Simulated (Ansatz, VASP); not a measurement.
# Two plane-wave programs on C

```
C
1.0
    -2.45583    0.00000    0.00000
    -1.22792   -2.12681    0.00000
    -0.40931   -0.70894   10.55723
C
6
Direct
  0.66667 0.61112 0.16663
  0.00000 0.72224 0.83329
  0.33333 0.16668 0.49996
  0.66667 0.38889 0.83334
  0.00000 0.83333 0.50001
  0.33333 0.27778 0.16667
```

Alike in both runs: task single point; functional r2SCAN; k mesh 15 × 15 × 3; occupations gaussian, width 0.05 eV; no spin polarisation.

|  | VASP | Ansatz |
| --- | --- | --- |
| version | VASP 6.6.1 | Ansatz 0.2.0 |
| potentials or method | VASP PAW PBE potentials, release 64 (C), cutoff 520 eV | scalar-relativistic, plane waves, PAW |
| valence electrons in the cell | 24 | 24 |

|  | VASP | Ansatz | Ansatz less VASP |
| --- | --- | --- | --- |
| gap on the k mesh at the Fermi level (eV) | 0.20 | 0.20 | 0.000 |
| least direct gap on the mesh (eV) | 0.20 | 0.20 | 0.000 |
| pressure (GPa) | 0.7 | 0.1 | -0.65 |
| traceless stress, the component that is largest in VASP (GPa) | -0.66 | 0.09 | +0.751 |
| rms of the force components (eV/Å) | 0.006 | 0.006 | +0.0001 |

VASP's potentials were made for PBE, not for r2SCAN. Atom by atom the forces differ by 0.000 eV/Å (rms over components).
